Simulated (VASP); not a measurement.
# Si2Mo (P6_222) in VASP: notebook, part 2 of 2

VASP 6.6.1.

**3. Relaxation of cell and atoms, BLYP**

This run uses another cell than the first one, of 13.31 Å³/atom.

Contents of INCAR:

```
SYSTEM = Si2Mo
  AGGAC = 1.0
  AGGAX = 1.0
  ALDAC = 0.0
  ALDAX = 1.0
  ALGO = Normal
  EDIFF = 1E-6
  EDIFFG = -0.01
  ENCUT = 600
  GGA = B5
  IBRION = 2
  ISIF = 3
  ISMEAR = -1
  LASPH = .TRUE.
  LCHARG = .FALSE.
  LREAL = .FALSE.
  LWAVE = .FALSE.
  NELM = 80
  NSW = 60
  PREC = Accurate
  SIGMA = 0.05
```

Contents of KPOINTS:

```
k-points
0
G
  7 7 4
  0 0 0
```

Contents of POSCAR:

```
Si2Mo
1.0
    4.5854715599      0.0000000000      0.0000000000
   -2.2927357800      3.9711348592      0.0000000000
    0.0000000000      0.0000000000      6.5797601000
Mo Si
3 6
Direct
    0.5000000000      0.5000000000      0.8333333333
    0.0000000000      0.5000000000      0.1666666667
    0.5000000000      0.0000000000      0.5000000000
    0.1638729800      0.3277459600      0.5000000000
    0.6722540400      0.8361270200      0.1666666667
    0.8361270200      0.1638729800      0.8333333333
    0.8361270200      0.6722540400      0.5000000000
    0.3277459600      0.1638729800      0.1666666667
    0.1638729800      0.8361270200      0.8333333333
```

Potentials or basis: VASP PAW PBE potentials, release 64 (Mo_sv, Si).

On the command line:

```bash
$ cat potpaw_PBE.64/Mo_sv/POTCAR potpaw_PBE.64/Si/POTCAR > POTCAR
$ mpirun -np 1 vasp_std > vasp.out
```

OUTCAR:

```text
SYSTEM = Si2Mo
   EDIFF = 1E-6
   EDIFFG = -0.01
   ENCUT = 600
   GGA = B5
   IBRION = 2
   ISIF = 3
   ISMEAR = -1
   LASPH = .TRUE.
   LREAL = .FALSE.
   NELM = 80
   NSW = 60
   PREC = Accurate

 ion  position               nearest neighbor table
   1  0.500  0.500  0.833-   4 2.57   7 2.57   5 2.57   8 2.57   9 2.64   6 2.64   9 2.64   6 2.64
                             6 2.67   9 2.67   3 3.17   3 3.17   2 3.17   2 3.17
   2  0.000  0.500  0.167-   4 2.57   7 2.57   6 2.57   9 2.57   8 2.64   5 2.64   5 2.64   8 2.64
                             5 2.67   8 2.67   3 3.17   3 3.17   1 3.17   1 3.17
   3  0.500  0.000  0.500-   6 2.57   9 2.57   8 2.57   5 2.57   4 2.64   7 2.64   7 2.64   4 2.64
                             4 2.67   7 2.67   2 3.17   2 3.17   1 3.17   1 3.17
   4  0.164  0.328  0.500-   6 2.55   8 2.55   1 2.57   2 2.57   7 2.60   3 2.64   3 2.64   3 2.67
                             7 2.67   7 2.67   5 3.15   9 3.15
   5  0.672  0.836  0.167-   7 2.55   6 2.55   3 2.57   1 2.57   8 2.60   2 2.64   2 2.64   2 2.67
                             8 2.67   8 2.67   4 3.15   9 3.15
   6  0.836  0.164  0.833-   4 2.55   5 2.55   3 2.57   2 2.57   9 2.60   1 2.64   1 2.64   1 2.67
                             9 2.67   9 2.67   7 3.15   8 3.15
   7  0.836  0.672  0.500-   9 2.55   5 2.55   1 2.57   2 2.57   4 2.60   3 2.64   3 2.64   3 2.67
                             4 2.67   4 2.67   8 3.15   6 3.15
   8  0.328  0.164  0.167-   4 2.55   9 2.55   3 2.57   1 2.57   5 2.60   2 2.64   2 2.64   2 2.67
                             5 2.67   5 2.67   7 3.15   6 3.15
   9  0.164  0.836  0.833-   7 2.55   8 2.55   3 2.57   2 2.57   6 2.60   1 2.64   1 2.64   1 2.67
                             6 2.67   6 2.67   4 3.15   5 3.15

  LATTYP: Found a hexagonal cell.
 ALAT       =     4.5854715599
 C/A-ratio  =     1.4349146024

  Lattice vectors:

 A1 = (   4.5854715599,   0.0000000000,   0.0000000000)
 A2 = (  -2.2927357800,   3.9711348592,   0.0000000000)
 A3 = (   0.0000000000,   0.0000000000,   6.5797601000)

Analysis of symmetry for initial positions (statically):
=====================================================================
 Subroutine PRICEL returns:
 Original cell was already a primitive cell.

 Routine SETGRP: Setting up the symmetry group for a
 hexagonal supercell.

 Subroutine GETGRP returns: Found 12 space group operations
 (whereof  4 operations were pure point group operations)
 out of a pool of 24 trial point group operations.

The static configuration has the point symmetry D_2 .
 The point group associated with its full space group is D_6 .

Analysis of symmetry for dynamics (positions and initial velocities):
=====================================================================
 Subroutine PRICEL returns:
 Original cell was already a primitive cell.

 Routine SETGRP: Setting up the symmetry group for a
 hexagonal supercell.

 Subroutine GETGRP returns: Found 12 space group operations
 (whereof  4 operations were pure point group operations)
 out of a pool of 24 trial point group operations.

The dynamic configuration has the point symmetry D_2 .
 The point group associated with its full space group is D_6 .

 Subroutine INISYM returns: Found 12 space group operations
 (whereof  4 operations are pure point group operations),
 and found     1 'primitive' translations

----------------------------------------------------------------------------------------

                                     Primitive cell

  volume of cell :     119.8143

  direct lattice vectors                    reciprocal lattice vectors
[... 47 lines left out ...]

  Shift w.r.t. Gamma in fractional coordinates (k-lattice)
     0.000000000  0.000000000  0.000000000

 Subroutine IBZKPT returns following result:
 ===========================================

 Found     24 irreducible k-points:

 Following reciprocal coordinates:
            Coordinates               Weight
  0.000000  0.000000  0.000000      1.000000
  0.142857  0.000000  0.000000      6.000000
  0.285714  0.000000  0.000000      6.000000
  0.428571 -0.000000  0.000000      6.000000
  0.142857  0.142857  0.000000      6.000000
  0.285714  0.142857  0.000000     12.000000
[... 16 lines left out ...]
  0.428571  0.142857  0.500000      6.000000
  0.285714  0.285714  0.500000      6.000000
   k-points           NKPTS =     24   k-points in BZ     NKDIM =     24   number of bands    NBANDS=     39
   number of dos      NEDOS =    301   number of ions     NIONS =      9
   total plane-waves  NPLWV =  86400
   dimension x,y,z NGX =    40 NGY =   40 NGZ =   54
   dimension x,y,z NGXF=    80 NGYF=   80 NGZF=  108
   ions per type =               3   6
   NGX,Y,Z   is equivalent  to a cutoff of  14.50, 14.50, 13.64 a.u.
   NGXF,Y,Z  is equivalent  to a cutoff of  29.00, 29.00, 27.29 a.u.
 SYSTEM =  Si2Mo
   PREC   = accura    normal or accurate (medium, high low for compatibility)
   ISTART =      0    job   : 0-new  1-cont  2-samecut
   ICHARG =      2    charge: 1-file 2-atom 10-const
   ISPIN  =      1    spin polarized calculation?
   LNONCOLLINEAR =      F non collinear calculations
   LSORBIT =      F    spin-orbit coupling
   LASPH  =      T    aspherical Exc in radial PAW
   ENCUT  =  600.0 eV  44.10 Ry    6.64 a.u.   9.16  9.16 13.14*2*pi/ulx,y,z
   NELM   =     80;   NELMIN=  2; NELMDL= -5     # of ELM steps
   EDIFF  = 0.1E-05   stopping-criterion for ELM
   LREAL  =      F    real-space projection
   EDIFFG = -.1E-01   stopping-criterion for IOM
   NSW    =     60    number of steps for IOM
   IBRION =      2    ionic relax: 0-MD 1-quasi-New 2-CG
   NFREE  =      1    steps in history (QN), initial steepest desc. (CG)
   ISIF   =      3    stress and relaxation
   ISYM   =      2    0-nonsym 1-usesym 2-fastsym
   POTIM  = 0.5000    time-step for ionic-motion
   TEBEG  =    0.0;   TEEND  =   0.0 temperature during run
   PSTRESS=    0.0 pullay stress
   NELECT =      66.0000    total number of electrons
   NUPDOWN=      -1.0000    fix difference up-down
   EMIN   =  10.00;   EMAX   =-10.00  energy-range for DOS
   EFERMI =   0.00;   METHOD = LEGACY
   ISMEAR =    -1;   SIGMA  =   0.05  broadening in eV -4-tet -1-fermi 0-gaus
   EFERMI_NEDOS =   21; number of points for ismear=-14 and -15
   IALGO  =     38    algorithm
   IMIX   =      4    mixing-type and parameters
     AMIX     =   0.40;   BMIX     =  1.00
     AMIX_MAG =   1.60;   BMIX_MAG =  1.00
  volume/ion in A,a.u.               =      13.31        89.84
  Fermi-wavevector in a.u.,A,eV,Ry     =   1.342002  2.536017 24.503685  1.800970
  Thomas-Fermi vector in A             =   2.470191
   LORBIT       =      0    0 simple, 1 ext, 2 COOP (PROOUT), +10 PAW based schemes
   GGA     = B5    functional components
   LHFCALC =     F    Hartree Fock is set to
   AEXX    =    0.0000 exact exchange contribution
   IVDW    =     0    specifies the selected vdW correction
   LEPSILON=     F    determine dielectric tensor
   LRPA    =     F    only Hartree local field effects (RPA)
 conjugate gradient relaxation of ions
 non-spin polarized calculation
  energy-cutoff  :      600.00
  volume of cell :      119.81
 maximum number of plane-waves:      4013
 NGX is ok and might be reduce to    40
   NGX = 19   NGY = 19   NGZ = 27

--------------------------------------- Ionic step        1  -------------------------------------------

 number of electron      65.9999993 magnetization

 Free energy of the ion-electron system (eV)
  ---------------------------------------------------
  ext. energy  EPLUGINS =         0.00000000
  ---------------------------------------------------
  free energy    TOTEN  =       -57.44484916 eV

  energy without entropy =      -57.44303389  energy(sigma->0) =      -57.44394152

------------------------ aborting loop because EDIFF is reached ----------------------------------------

  FORCE on cell =-STRESS in cart. coord.  units (eV):
  Direction    XX          YY          ZZ          XY          YZ          ZX
  --------------------------------------------------------------------------------------
  -------------------------------------------------------------------------------------
  Total       10.4004567     10.4004567      9.5389210     -0.0000000      0.0000000      0.0000000
  in kB      139.0766726    139.0766726    127.5560716     -0.0000000      0.0000000      0.0000000
  external PRESSURE =     135.2364723 kB  Pullay stress =       0.0000000 kB
[... 202 lines left out ...]
--------------------------------------- Ionic step        6  -------------------------------------------

 number of electron      66.0000003 magnetization

 Free energy of the ion-electron system (eV)
  ---------------------------------------------------
  ext. energy  EPLUGINS =         0.00000000
  ---------------------------------------------------
  free energy    TOTEN  =       -57.78220865 eV

  energy without entropy =      -57.77955827  energy(sigma->0) =      -57.78088346

 E-fermi :  12.3966     XC(G=0): -11.4971

 val. band max:       12.2747247192   @ k =   0.4286  -0.0000   0.5000
 cond. band min:      12.5414776826   @ k =   0.4286  -0.0000   0.0000
 fundamental gap:      0.2667529634
 Fermi energy:        12.3965558951

 k-point     1 :       0.0000    0.0000    0.0000
  band No.  band energies     occupation
      1     -48.6469      2.00000
      2     -48.6243      2.00000
      3     -48.6243      2.00000
      4     -22.9670      2.00000
      5     -22.9670      2.00000
      6     -22.9587      2.00000
[... 1033 lines left out ...]
  FREE ENERGIE OF THE ION-ELECTRON SYSTEM (eV)
  ---------------------------------------------------
  free  energy   TOTEN  =       -57.7822086488 eV

  energy  without entropy=      -57.7795582701  energy(sigma->0) =      -57.78088346

 reached required accuracy - stopping structural energy minimisation
```

Wall time 9 min (1 thread of Intel Xeon Platinum 8488C (Sapphire Rapids), shared host); peak memory 0.34 GiB.

What came out:

```
Free energy                           : -57.7822 eV
Relaxed volume                        : 14.25 Å³/atom
Relaxed cell                          : a = 4.708 Å, b = 4.708 Å, c = 6.682 Å, α = 90.00°, β = 90.00°, γ = 120.00°
Space group after relaxing (to 0.1 Å) : P6_222 (No. 180)
Energy gained by relaxing             : 37.5 meV/atom
Ionic steps                           : 6
Pressure after relaxing               : 0.0 GPa
Band gap on the k mesh                : 0.27 eV (least direct gap 0.49 eV)
```

Step by step:
| step | energy change (eV) | largest force (eV/Å) | pressure (GPa) | volume (Å³) |
| --- | --- | --- | --- | --- |
| 1 | 0.0000 | 0.0092 | 13.52 | 119.81 |
| 2 | 0.1866 | 0.0670 | -12.57 | 140.37 |
| 3 | -0.3323 | 0.0248 | -0.28 | 128.38 |
| 4 | -0.3325 | 0.0243 | -0.05 | 128.20 |
| 5 | -0.3371 | 0.0034 | 0.01 | 128.24 |
| 6 | -0.3374 | 0.0016 | 0.03 | 128.25 |

Final structure:
```
Mo Si
1.0
     4.70782    0.00000    0.00000
    -2.35391    4.07709    0.00000
     0.00000    0.00000    6.68179
Mo Si
3 6
Direct
  0.50000 0.50000 0.83333
  0.00000 0.50000 0.16667
  0.50000 0.00000 0.50000
  0.16401 0.32801 0.50000
  0.67199 0.83599 0.16667
  0.83599 0.16401 0.83333
  0.83599 0.67199 0.50000
  0.32801 0.16401 0.16667
  0.16401 0.83599 0.83333
```

Caveat: the PAW data sets were made with another functional, which shifts forces and pressure a little. A k mesh can miss the band edges.
